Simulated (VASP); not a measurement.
Write the native input for VASP 6.6.1 that does the following.

- Task: single point
- Functional: LDA
- Potentials or basis: VASP PAW LDA potentials, release 64 (Ca_sv, O)
- Cutoff: 520 eV
- k mesh: 8 × 8 × 8
- Occupations: gaussian, width 0.02 eV
- Spin: no spin polarisation
- Dipole correction: no
- Further INCAR settings: ALGO = Normal; EDIFF = 1e-06; NBANDS = 15

The structure of CaO (kat) lies in POSCAR:

```
CaO
1.0
    0.0000000000      2.3976771510      2.3976771510
    2.3976771510      0.0000000000      2.3976771510
    2.3976771510      2.3976771510      0.0000000000
Ca O
1 1
Direct
    0.0000000000      0.0000000000      0.0000000000
    0.5000000000      0.5000000000      0.5000000000
```

This cell differs from its parent crystal: strained cell.

The input as run:

INCAR

```
PREC     = Accurate       # precision mode
ENCUT    = 520            # plane-wave cutoff, eV
EDIFF    = 1E-6           # SCF threshold, eV
ISMEAR   = 0              # smearing method
SIGMA    = 0.02           # smearing width, eV
LREAL    = False          # projectors in reciprocal space
LASPH    = True           # aspherical terms in the spheres
NELM     = 80             # most SCF steps
ALGO     = Normal         # electronic algorithm
ISIF     = 2              # what is computed and relaxed
LWAVE    = False          # write WAVECAR
LCHARG   = False          # write CHGCAR
GGA      = CA             # functional
NBANDS   = 15             # bands
```

KPOINTS

```
regular mesh
0
Gamma
  8 8 8
```

Potentials or basis: VASP PAW LDA potentials, release 64 (Ca_sv, O).

Run with:

```sh
$ cat potpaw_LDA.64/Ca_sv/POTCAR potpaw_LDA.64/O/POTCAR > POTCAR
$ mpirun -np 1 vasp_std > vasp.out
```

Results of the run:

The pressure is -5.5 GPa. The band gap on the k mesh is 3.46 eV, indirect (least direct gap 3.83 eV).

Caveat: the cell differs from its parent crystal (strained cell).

Wall time 5.8 s on 1 thread of Intel(R) Xeon(R) 6975P-C (Granite Rapids) (shared host), peak memory 0.14 GiB.
